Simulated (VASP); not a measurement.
# SnGe3Te4 (R3m) in VASP: single point with PBE

Aim: the single point of SnGe3Te4 with PBE.

Everything below comes from runs of VASP 6.6.1. Logs are shortened: lines on timing, memory, paths and dates and some standing lists are left out, and cuts for length are marked.

### Step 1. The cell of the first run

The structure is trigonal, space group R3m (No. 160). The conventional cell has a = 8.609 Å, b = 8.609 Å, c = 11.201 Å, α = 90.00°, β = 90.00°, γ = 120.00°. Within 4.0 Å of Sn (site symmetry 3m) lie 6 Te at 3.03 to 3.20 Å. Within 3.8 Å of Ge (site symmetry m) lie 6 Te at 2.86 to 3.39 Å. Te (site symmetry m) has 4 Ge at 2.86 to 3.39 Å and 2 Sn at 3.03 to 3.20 Å within 3.8 Å. Te (site symmetry 3m) has 6 Ge at 2.88 to 3.37 Å within 3.8 Å.

### Step 2. Single point, PBE

Input file INCAR:

```
SYSTEM = SnGe3Te4
ALGO     = Normal         ! electronic algorithm
EDIFF    = 1E-6           ! SCF threshold, eV
ENCUT    = 520            ! plane-wave cutoff, eV
GGA      = PE             ! functional
ISIF     = 2              ! what is computed and relaxed
ISMEAR   = 0              ! smearing method
LASPH    = .TRUE.         ! aspherical terms in the spheres
LCHARG   = .FALSE.        ! write CHGCAR
LREAL    = .FALSE.        ! projectors in reciprocal space
LWAVE    = .FALSE.        ! write WAVECAR
NBANDS   = 50             ! bands
NELM     = 100            ! most SCF steps
PREC     = Accurate       ! precision mode
SIGMA    = 0.01           ! smearing width, eV
```

Input file KPOINTS:

```
k-points
0
G
  6 6 6
  0 0 0
```

Input file POSCAR:

```
SnGe3Te4
1.0
    4.3047249523      2.4853341100      3.7337517510
   -4.3047249523      2.4853341100      3.7337517510
    0.0000000000     -4.9706682200      3.7337517510
Sn Ge Te
1 3 4
Direct
    0.5086709295      0.5086709295      0.5086709295
    0.9892700164      0.4902376578      0.9892700164
    0.4902376578      0.9892700164      0.9892700164
    0.9892700164      0.9892700164      0.4902376578
    0.5293250246      0.0207151787      0.5293250246
    0.0207151787      0.5293250246      0.5293250246
    0.0271862319      0.0271862319      0.0271862319
    0.5293250246      0.5293250246      0.0207151787
```

Potentials or basis: VASP PAW PBE potentials, release 64 (Sn_d, Ge_d, Te).

Command:

```sh
$ cat potpaw_PBE.64/Sn_d/POTCAR potpaw_PBE.64/Ge_d/POTCAR potpaw_PBE.64/Te/POTCAR > POTCAR
$ mpirun -np 1 vasp_std > vasp.out
```

OUTCAR:

```text
SYSTEM = SnGe3Te4
   EDIFF = 1E-6
   ENCUT = 520
   GGA = PE
   ISIF = 2
   ISMEAR = 0
   LASPH = .TRUE.
   LREAL = .FALSE.
   NELM = 100
   PREC = Accurate

 ion  position               nearest neighbor table
   1  0.509  0.509  0.509-   5 3.03   6 3.03   8 3.03   5 3.20   6 3.20   8 3.20
   2  0.989  0.490  0.989-   8 2.86   6 2.86   7 2.88
   3  0.490  0.989  0.989-   8 2.86   5 2.86   7 2.88
   4  0.989  0.989  0.490-   5 2.86   6 2.86   7 2.88
   5  0.529  0.021  0.529-   4 2.86   3 2.86   1 3.03   1 3.20
   6  0.021  0.529  0.529-   4 2.86   2 2.86   1 3.03   1 3.20
   7  0.027  0.027  0.027-   2 2.88   3 2.88   4 2.88
   8  0.529  0.529  0.021-   2 2.86   3 2.86   1 3.03   1 3.20

  LATTYP: Found a trigonal (rhomboedric) cell.
 ALAT       =     6.2167873288
 COS(alpha) =     0.0410658404

  Lattice vectors:

 A1 = (   4.3047249523,   2.4853341100,   3.7337517510)
 A2 = (  -4.3047249523,   2.4853341100,   3.7337517510)
 A3 = (   0.0000000000,  -4.9706682200,   3.7337517510)

Analysis of symmetry for initial positions (statically):
=====================================================================
 Subroutine PRICEL returns:
 Original cell was already a primitive cell.

 Routine SETGRP: Setting up the symmetry group for a
 trigonal (rhombohedral) supercell.

 Subroutine GETGRP returns: Found  6 space group operations
 (whereof  6 operations were pure point group operations)
 out of a pool of 12 trial point group operations.

The static configuration has the point symmetry C_3v.

Analysis of symmetry for dynamics (positions and initial velocities):
=====================================================================
 Subroutine PRICEL returns:
 Original cell was already a primitive cell.

 Routine SETGRP: Setting up the symmetry group for a
 trigonal (rhombohedral) supercell.

 Subroutine GETGRP returns: Found  6 space group operations
 (whereof  6 operations were pure point group operations)
 out of a pool of 12 trial point group operations.

The dynamic configuration has the point symmetry C_3v.

 Subroutine INISYM returns: Found  6 space group operations
 (whereof  6 operations are pure point group operations),
 and found     1 'primitive' translations

----------------------------------------------------------------------------------------

                                     Primitive cell

  volume of cell :     239.6773
[... 106 lines left out ...]
   NFREE  =      0    steps in history (QN), initial steepest desc. (CG)
   ISIF   =      2    stress and relaxation
   ISYM   =      2    0-nonsym 1-usesym 2-fastsym
   POTIM  = 0.5000    time-step for ionic-motion
   TEBEG  =    0.0;   TEEND  =   0.0 temperature during run
   PSTRESS=    0.0 pullay stress
   NELECT =      80.0000    total number of electrons
   NUPDOWN=      -1.0000    fix difference up-down
   EMIN   =  10.00;   EMAX   =-10.00  energy-range for DOS
   EFERMI =   0.00;   METHOD = LEGACY
   ISMEAR =     0;   SIGMA  =   0.01  broadening in eV -4-tet -1-fermi 0-gaus
   EFERMI_NEDOS =   21; number of points for ismear=-14 and -15
   IALGO  =     38    algorithm
   IMIX   =      4    mixing-type and parameters
     AMIX     =   0.40;   BMIX     =  1.00
     AMIX_MAG =   1.60;   BMIX_MAG =  1.00
  volume/ion in A,a.u.               =      29.96       202.18
  Fermi-wavevector in a.u.,A,eV,Ry     =   1.135610  2.145992 17.546210  1.289610
  Thomas-Fermi vector in A             =   2.272315
   LORBIT       =      0    0 simple, 1 ext, 2 COOP (PROOUT), +10 PAW based schemes
   GGA     = PE    functional components
   LHFCALC =     F    Hartree Fock is set to
   AEXX    =    0.0000 exact exchange contribution
   IVDW    =     0    specifies the selected vdW correction
   LEPSILON=     F    determine dielectric tensor
   LRPA    =     F    only Hartree local field effects (RPA)
 non-spin polarized calculation
 Gauss-broadening in eV      SIGMA  =   0.01
  energy-cutoff  :      520.00
  volume of cell :      239.68
 maximum number of plane-waves:      6478
 NGX is ok and might be reduce to    48
   NGX = 23   NGY = 23   NGZ = 23

 number of electron      80.0000069 magnetization

 Free energy of the ion-electron system (eV)
  ---------------------------------------------------
  ext. energy  EPLUGINS =         0.00000000
  ---------------------------------------------------
  free energy    TOTEN  =       -30.95482564 eV

  energy without entropy =      -30.95482564  energy(sigma->0) =      -30.95482564

 E-fermi :   5.8165     XC(G=0):  -9.3842

 val. band max:        5.7599372272   @ k =   0.5000   0.5000   0.5000
 cond. band min:       5.9034648212   @ k =   0.5000   0.5000   0.5000
 fundamental gap:      0.1435275940
 Fermi energy:         5.8164910398

 k-point     1 :       0.0000    0.0000    0.0000
  band No.  band energies     occupation
      1     -19.3433      2.00000
      2     -19.3410      2.00000
      3     -19.3410      2.00000
      4     -19.3400      2.00000
      5     -19.3400      2.00000
      6     -19.3378      2.00000
[... 1261 lines left out ...]
     49       8.6047      0.00000
     50       8.7764      0.00000

 [... further k-points ...]

------------------------ aborting loop because EDIFF is reached ----------------------------------------

  FORCE on cell =-STRESS in cart. coord.  units (eV):
  Direction    XX          YY          ZZ          XY          YZ          ZX
  --------------------------------------------------------------------------------------
  -------------------------------------------------------------------------------------
  Total       -0.0029365     -0.0029365     -0.0110766      0.0000000      0.0000000      0.0000000
  in kB       -0.0196299     -0.0196299     -0.0740441      0.0000000      0.0000000      0.0000000
  external PRESSURE =      -0.0377680 kB  Pullay stress =       0.0000000 kB

 VOLUME and BASIS-vectors are now :
 -----------------------------------------------------------------------------
  energy-cutoff  :      520.00
  volume of cell :      239.68
      direct lattice vectors                 reciprocal lattice vectors
     4.304724952  2.485334110  3.733751751     0.116151440  0.067060065  0.089275709
    -4.304724952  2.485334110  3.733751751    -0.116151440  0.067060065  0.089275709
     0.000000000 -4.970668220  3.733751751     0.000000000 -0.134120130  0.089275709

 POSITION                                       TOTAL-FORCE (eV/Angst)
 -----------------------------------------------------------------------------------
      0.00000      0.00000      5.69775         0.000000      0.000000     -0.000046
      2.14820     -1.24026      9.21780         0.003567     -0.002060      0.011002
     -2.14820     -1.24026      9.21780        -0.003567     -0.002060      0.011002
      0.00000      2.48052      9.21780         0.000000      0.004119      0.011002
      2.18943     -1.26407      4.03008        -0.003923      0.002265     -0.008796
     -2.18943     -1.26407      4.03008         0.003923      0.002265     -0.008796
      0.00000      0.00000      0.30452         0.000000      0.000000     -0.006573
      0.00000      2.52813      4.03008         0.000000     -0.004530     -0.008796
 -----------------------------------------------------------------------------------
    total drift:                               -0.000000     -0.000000     -0.001973

  FREE ENERGIE OF THE ION-ELECTRON SYSTEM (eV)
  ---------------------------------------------------
  free  energy   TOTEN  =       -30.9548256415 eV

  energy  without entropy=      -30.9548256415  energy(sigma->0) =      -30.95482564
```

OSZICAR:

```text
N       E                     dE             d eps       ncg     rms          rms(c)
DAV:   1     0.822137313779E+03    0.82214E+03   -0.35779E+04  3958   0.275E+03
DAV:   2     0.135337896220E+03   -0.68680E+03   -0.65775E+03  3216   0.822E+02
DAV:   3    -0.185017842841E+02   -0.15384E+03   -0.14727E+03  3640   0.216E+02
DAV:   4    -0.305768493759E+02   -0.12075E+02   -0.11867E+02  3788   0.670E+01
DAV:   5    -0.310212219325E+02   -0.44437E+00   -0.44172E+00  4236   0.130E+01    0.887E+00
DAV:   6    -0.309484245988E+02    0.72797E-01   -0.27527E-01  4536   0.290E+00    0.591E+00
DAV:   7    -0.309576927529E+02   -0.92682E-02   -0.13356E-01  4306   0.142E+00    0.439E-01
DAV:   8    -0.309541037059E+02    0.35890E-02   -0.16346E-02  3786   0.794E-01    0.416E-01
DAV:   9    -0.309547732849E+02   -0.66958E-03   -0.27380E-03  3736   0.207E-01    0.723E-02
DAV:  10    -0.309547922810E+02   -0.18996E-04   -0.10470E-04  3912   0.591E-02    0.407E-02
DAV:  11    -0.309548232691E+02   -0.30988E-04   -0.45156E-05  3430   0.291E-02    0.882E-03
DAV:  12    -0.309548253464E+02   -0.20773E-05   -0.42522E-06  3196   0.127E-02    0.747E-03
DAV:  13    -0.309548256415E+02   -0.29509E-06   -0.73418E-07  2270   0.468E-03
   1 F= -.30954826E+02 E0= -.30954826E+02  d E =-.336345E-18
```

Run time: 4.5 min. Hardware: 1 thread of Intel Xeon Platinum 8488C (Sapphire Rapids), shared host; peak memory 0.53 GiB.

What came out:

```
Free energy            : -30.9548 eV
Pressure               : 0.0 GPa
Largest force          : 0.012 eV/Å
Band gap on the k mesh : 0.14 eV
```

Forces in eV/Å, atoms in the order of the input:
```
Sn   0.000  0.000  0.000
Ge   0.004 -0.002  0.011
Ge  -0.004 -0.002  0.011
Ge   0.000  0.004  0.011
Te  -0.004  0.002 -0.009
Te   0.004  0.002 -0.009
Te   0.000  0.000 -0.007
Te   0.000 -0.005 -0.009
```

Caveat: semilocal functionals underestimate gaps, and a narrow one can read as zero; spin-orbit coupling is left out, which moves the levels of the heavy elements. A k mesh can miss the band edges.
